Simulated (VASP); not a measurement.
# H3C5 in VASP: notebook, part 2 of 2

VASP 6.6.1. Earlier steps stand in the parts before.

### Step 3. Single point, PBE

Contents of INCAR:

```
SYSTEM = H3C5
  PREC = Accurate
  ENCUT = 520
  EDIFF = 1E-6
  ISMEAR = 0
  SIGMA = 0.05
  LREAL = Auto
  LASPH = .True.
  NELM = 60
  ALGO = Normal
  ISIF = 2
  LWAVE = .False.
  LCHARG = .False.
  GGA = PE
  NBANDS = 68
```

Contents of KPOINTS:

```
regular mesh
0
Gamma
  1 1 1
  0 0 0
```

Contents of POSCAR:

```
H3C5
1.0
    5.0487420000      0.0000000000      0.0000000000
    0.0000000000      5.0487420000      0.0000000000
    0.0000000000      0.0000000000     17.1355610000
H C
12 20
Direct
    0.4277867635      0.0000000000      0.0583581711
    0.0722132365      0.0000000000      0.0583581711
    0.9277869616      0.0000000000      0.0583581711
    0.5722132365      0.0000000000      0.0583581711
    0.4277867635      0.5000000000      0.0583581711
    0.0722132365      0.5000000000      0.0583581711
    0.9277869616      0.5000000000      0.0583581711
    0.5722132365      0.5000000000      0.0583581711
    0.7513808390      0.0077777791      0.3584806474
    0.2552776513      0.5002463980      0.3660722284
    0.7500410993      0.4853201055      0.3585971303
    1.2213557357      0.6908946823      0.3881714173
    0.2500000990      0.0000000000      0.0953981022
    0.7500000990      0.0000000000      0.0953981022
    0.2500000990      0.5000000000      0.0953981022
    0.7500000990      0.5000000000      0.0953981022
    0.2500000990      0.2500000990      0.1474827699
    0.7500000990      0.2500000990      0.1474827699
    0.2500000990      0.7500000990      0.1474827699
    0.7500000990      0.7500000990      0.1474827699
    0.0042050079      0.2478280728      0.1957967411
    0.4950399525      0.2477805362      0.1960595279
   -0.0022183744      0.7470884826      0.2017327591
    0.5021690552      0.7472019763      0.2017519590
    0.0015043351      0.0045132035      0.2520208705
    0.4970422335      0.0039241459      0.2524066764
    0.0012725942      0.4868981223      0.2526297213
    0.5002515478      0.4874750978      0.2524674272
    0.2484638748      0.0403882789      0.2988590802
    0.7495403806      0.0788041853      0.2981695785
    0.2507242398      0.4327151199      0.2987424223
    0.7504883395      0.4125706958      0.2983906392
```

Potentials or basis: VASP PAW PBE potentials, release 64 (H, C).

Run with:

```console
cat potpaw_PBE.64/H/POTCAR potpaw_PBE.64/C/POTCAR > POTCAR
mpirun -np 1 vasp_gam > vasp.out
```

OUTCAR:

```text
SYSTEM = H3C5
   PREC = Accurate
   ENCUT = 520
   EDIFF = 1E-6
   ISMEAR = 0
   LREAL = Auto
   LASPH = .True.
   NELM = 60
   ISIF = 2
   GGA = PE

 ion  position               nearest neighbor table
   1  0.428  0.000  0.058-   4 0.73  13 1.10
   2  0.072  0.000  0.058-   3 0.73  13 1.10
   3  0.928  0.000  0.058-   2 0.73  14 1.10
   4  0.572  0.000  0.058-   1 0.73  14 1.10
   5  0.428  0.500  0.058-   8 0.73  15 1.10
   6  0.072  0.500  0.058-   7 0.73  15 1.10
   7  0.928  0.500  0.058-   6 0.73  16 1.10
   8  0.572  0.500  0.058-   5 0.73  16 1.10
   9  0.751  0.008  0.358-  30 1.09
  10  0.255  0.500  0.366-  31 1.20
  11  0.750  0.485  0.359-  32 1.10
  12  0.221  0.691  0.388-
  13  0.250  0.000  0.095-   1 1.10   2 1.10  19 1.55  17 1.55
  14  0.750  0.000  0.095-   4 1.10   3 1.10  20 1.55  18 1.55
  15  0.250  0.500  0.095-   5 1.10   6 1.10  17 1.55  19 1.55
  16  0.750  0.500  0.095-   8 1.10   7 1.10  18 1.55  20 1.55
  17  0.250  0.250  0.147-  22 1.49  21 1.49  15 1.55  13 1.55
  18  0.750  0.250  0.147-  21 1.53  22 1.53  16 1.55  14 1.55
[... 8 lines left out ...]
  27  0.001  0.487  0.253-  31 1.51  32 1.54  21 1.55  23 1.58
  28  0.500  0.487  0.252-  31 1.51  32 1.54  22 1.55  24 1.57
  29  0.248  0.040  0.299-  25 1.49  26 1.50  31 1.98
  30  0.750  0.079  0.298-   9 1.09  26 1.54  25 1.54  32 1.69
  31  0.251  0.433  0.299-  10 1.20  27 1.51  28 1.51  29 1.98
  32  0.750  0.413  0.298-  11 1.10  28 1.54  27 1.54  30 1.69

  LATTYP: Found a simple tetragonal cell.
 ALAT       =     5.0487420000
 C/A-ratio  =     3.3940258781

  Lattice vectors:

 A1 = (   5.0487420000,   0.0000000000,   0.0000000000)
 A2 = (   0.0000000000,   5.0487420000,   0.0000000000)
 A3 = (   0.0000000000,   0.0000000000,  17.1355610000)

Analysis of symmetry for initial positions (statically):
=====================================================================
 Subroutine PRICEL returns:
 Original cell was already a primitive cell.

 Routine SETGRP: Setting up the symmetry group for a
 simple tetragonal supercell.

 Subroutine GETGRP returns: Found  1 space group operations
 (whereof  1 operations were pure point group operations)
 out of a pool of 16 trial point group operations.

The static configuration has the point symmetry C_1 .

Analysis of symmetry for dynamics (positions and initial velocities):
=====================================================================
 Subroutine PRICEL returns:
 Original cell was already a primitive cell.

 Routine SETGRP: Setting up the symmetry group for a
 simple tetragonal supercell.

 Subroutine GETGRP returns: Found  1 space group operations
 (whereof  1 operations were pure point group operations)
 out of a pool of 16 trial point group operations.

The dynamic configuration has the point symmetry C_1 .

 Subroutine INISYM returns: Found  1 space group operations
 (whereof  1 operations are pure point group operations),
 and found     1 'primitive' translations

----------------------------------------------------------------------------------------

                                     Primitive cell

  volume of cell :     436.7820

[... 98 lines left out ...]
 Subroutine IBZKPT returns following result:
 ===========================================

 Found      1 irreducible k-points:

 Following reciprocal coordinates:
            Coordinates               Weight
  0.000000  0.000000  0.000000      1.000000
   k-points           NKPTS =      1   k-points in BZ     NKDIM =      1   number of bands    NBANDS=     68
   number of dos      NEDOS =    301   number of ions     NIONS =     32
   total plane-waves  NPLWV = 204800
   dimension x,y,z NGX =    40 NGY =   40 NGZ =  128
   dimension x,y,z NGXF=    80 NGYF=   80 NGZF=  256
   ions per type =              12  20
   NGX,Y,Z   is equivalent  to a cutoff of  13.17, 13.17, 12.42 a.u.
   NGXF,Y,Z  is equivalent  to a cutoff of  26.34, 26.34, 24.84 a.u.
 SYSTEM =  H3C5
   PREC   = accura    normal or accurate (medium, high low for compatibility)
   ISTART =      0    job   : 0-new  1-cont  2-samecut
   ICHARG =      2    charge: 1-file 2-atom 10-const
   ISPIN  =      1    spin polarized calculation?
   LNONCOLLINEAR =      F non collinear calculations
   LSORBIT =      F    spin-orbit coupling
   LASPH  =      T    aspherical Exc in radial PAW
   ENCUT  =  520.0 eV  38.22 Ry    6.18 a.u.   9.39  9.39 31.86*2*pi/ulx,y,z
   NELM   =     60;   NELMIN=  2; NELMDL= -5     # of ELM steps
   EDIFF  = 0.1E-05   stopping-criterion for ELM
   LREAL  =      T    real-space projection
   EDIFFG = 0.1E-04   stopping-criterion for IOM
   NSW    =      0    number of steps for IOM
   IBRION =     -1    ionic relax: 0-MD 1-quasi-New 2-CG
   NFREE  =      0    steps in history (QN), initial steepest desc. (CG)
   ISIF   =      2    stress and relaxation
   ISYM   =      2    0-nonsym 1-usesym 2-fastsym
   POTIM  = 0.5000    time-step for ionic-motion
   TEBEG  =    0.0;   TEEND  =   0.0 temperature during run
   PSTRESS=    0.0 pullay stress
   NELECT =      92.0000    total number of electrons
   NUPDOWN=      -1.0000    fix difference up-down
   EMIN   =  10.00;   EMAX   =-10.00  energy-range for DOS
   EFERMI =   0.00;   METHOD = LEGACY
   ISMEAR =     0;   SIGMA  =   0.05  broadening in eV -4-tet -1-fermi 0-gaus
   EFERMI_NEDOS =   21; number of points for ismear=-14 and -15
   IALGO  =     38    algorithm
   IMIX   =      4    mixing-type and parameters
     AMIX     =   0.40;   BMIX     =  1.00
     AMIX_MAG =   1.60;   BMIX_MAG =  1.00
  volume/ion in A,a.u.               =      13.65        92.11
  Fermi-wavevector in a.u.,A,eV,Ry     =   0.974053  1.840693 12.908923  0.948779
  Thomas-Fermi vector in A             =   2.104482
   LORBIT       =      0    0 simple, 1 ext, 2 COOP (PROOUT), +10 PAW based schemes
   GGA     = PE    functional components
   LHFCALC =     F    Hartree Fock is set to
   AEXX    =    0.0000 exact exchange contribution
   IVDW    =     0    specifies the selected vdW correction
   LEPSILON=     F    determine dielectric tensor
   LRPA    =     F    only Hartree local field effects (RPA)
 non-spin polarized calculation
 Gauss-broadening in eV      SIGMA  =   0.05
  energy-cutoff  :      520.00
  volume of cell :      436.78
 maximum number of plane-waves:      5878
 NGX is ok and might be reduce to    40
   NGX = 19   NGY = 19   NGZ = 63

 number of electron      92.0000004 magnetization

 Free energy of the ion-electron system (eV)
  ---------------------------------------------------
  ext. energy  EPLUGINS =         0.00000000
  ---------------------------------------------------
  free energy    TOTEN  =      -196.13075533 eV

  energy without entropy =     -196.13075533  energy(sigma->0) =     -196.13075533

 E-fermi :   0.7801     XC(G=0):  -5.2458

 val. band max:        0.4958301204   @ k =   0.0000   0.0000   0.0000
 cond. band min:       1.3292467799   @ k =   0.0000   0.0000   0.0000
 fundamental gap:      0.8334166596
 Fermi energy:         0.7800565694

 k-point     1 :       0.0000    0.0000    0.0000
  band No.  band energies     occupation
      1     -20.5150      2.00000
      2     -18.1843      2.00000
      3     -16.2802      2.00000
      4     -16.1029      2.00000
      5     -16.0675      2.00000
      6     -15.9973      2.00000
[... 50 lines left out ...]
     57       5.5248      0.00000
     58       6.1106      0.00000
 [bands above 58 left out]

------------------------ aborting loop because EDIFF is reached ----------------------------------------

  FORCE on cell =-STRESS in cart. coord.  units (eV):
  Direction    XX          YY          ZZ          XY          YZ          ZX
  --------------------------------------------------------------------------------------
  -------------------------------------------------------------------------------------
  Total       88.9213352     -1.6050036    -12.6396479     -0.4068634      4.8291854      0.3703794
  in kB      326.1759038     -5.8873780    -46.3639976     -1.4924319     17.7141278      1.3586036
  external PRESSURE =      91.3081761 kB  Pullay stress =       0.0000000 kB

 VOLUME and BASIS-vectors are now :
 -----------------------------------------------------------------------------
  energy-cutoff  :      520.00
  volume of cell :      436.78
      direct lattice vectors                 reciprocal lattice vectors
     5.048742000  0.000000000  0.000000000     0.198069143  0.000000000  0.000000000
     0.000000000  5.048742000  0.000000000     0.000000000  0.198069143  0.000000000
     0.000000000  0.000000000 17.135561000     0.000000000  0.000000000  0.058358171

 POSITION                                       TOTAL-FORCE (eV/Angst)
 -----------------------------------------------------------------------------------
      2.15978      0.00000      1.00000        -9.796168     -0.053504      0.109179
      0.36459      0.00000      1.00000         9.791584     -0.051816      0.109326
      4.68416      0.00000      1.00000        -9.773600     -0.003161      0.120113
      2.88896      0.00000      1.00000         9.776326     -0.017428      0.118026
      2.15978      2.52437      1.00000        -9.792930      0.032196      0.096629
      0.36459      2.52437      1.00000         9.795404      0.032930      0.096506
[... 24 lines left out ...]
      1.26584      2.18467      5.11912         0.057322      0.366247      0.449932
      3.78902      2.08296      5.11309         0.004754      0.033050      0.057627
 -----------------------------------------------------------------------------------
    total drift:                                0.006947     -0.007146     -0.016655

  FREE ENERGIE OF THE ION-ELECTRON SYSTEM (eV)
  ---------------------------------------------------
  free  energy   TOTEN  =      -196.1307553312 eV

  energy  without entropy=     -196.1307553312  energy(sigma->0) =     -196.13075533
```

Run time: 1.8 min. Hardware: 1 thread of Intel Xeon Platinum 8488C (Sapphire Rapids), shared host; peak memory 0.44 GiB.

What came out:

* Free energy: -196.1308 eV
* Largest force: 9.797 eV/Å
* Band gap on the k mesh: 0.83 eV

Forces in eV/Å, atoms in the order of the input:
```
H   -9.796 -0.054  0.109
H    9.792 -0.052  0.109
H   -9.774 -0.003  0.120
H    9.776 -0.017  0.118
H   -9.793  0.032  0.097
H    9.795  0.033  0.097
H   -9.764 -0.026  0.117
H    9.769 -0.009  0.100
H    0.005 -0.032 -0.014
H   -0.078 -0.819 -1.322
H    0.017 -0.040  0.002
H    0.125  2.055 -0.769
C    0.019 -0.230  1.317
C    0.000 -0.055  1.408
C    0.012  0.264  1.279
C   -0.041  0.070  1.356
C   -0.053 -0.093 -2.715
C   -0.023 -0.187 -1.831
C   -0.004 -0.290 -0.096
C    0.003 -0.301 -0.337
C   -0.007  0.021  0.014
C    0.016  0.013 -0.004
C    0.005 -0.034  0.009
C   -0.007 -0.041 -0.010
C    0.014 -0.090  0.030
C   -0.007 -0.074  0.043
C   -0.048  0.018 -0.017
C   -0.039  0.002  0.009
C    0.001 -0.406  0.205
C    0.020 -0.053  0.068
C    0.057  0.366  0.450
C    0.005  0.033  0.058
```

Caveat: the k points lie up to 1.24 Å⁻¹ apart.
